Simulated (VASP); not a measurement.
Input of a VASP 6.6.1 run:

Contents of INCAR:

```
ALGO     = Normal         # electronic algorithm
EDIFF    = 1E-6           # SCF threshold, eV
ENCUT    = 500            # plane-wave cutoff, eV
GGA      = RP             # functional
GGA_COMPAT= F            
ISIF     = 2              # what is computed and relaxed
ISMEAR   = -1             # smearing method
LASPH    = T              # aspherical terms in the spheres
LCHARG   = F              # write CHGCAR
LREAL    = F              # projectors in reciprocal space
LWAVE    = F              # write WAVECAR
NBANDS   = 8              # bands
NELM     = 120            # most SCF steps
PREC     = Accurate       # precision mode
SIGMA    = 0.1            # smearing width, eV
```

File KPOINTS:

```
k-points
0
Gamma
  11 11 11
```

Contents of POSCAR:

```
Sb
1.0
    0.0000000000      2.4124306289      2.4124306289
    2.4124306289      0.0000000000      2.4124306289
    2.4124306289      2.4124306289      0.0000000000
Sb
1
Direct
    0.0000000000      0.0000000000      0.0000000000
```

Potentials or basis: VASP PAW PBE potentials, release 64 (Sb).

Command:

```sh
$ cat potpaw_PBE.64/Sb/POTCAR > POTCAR
$ mpirun -np 1 vasp_std > vasp.out
```

Problem. What does it give for the pressure?

Solution. -0.2 GPa.

Caveat: the PAW data sets were made with another functional, which shifts forces and pressure a little.
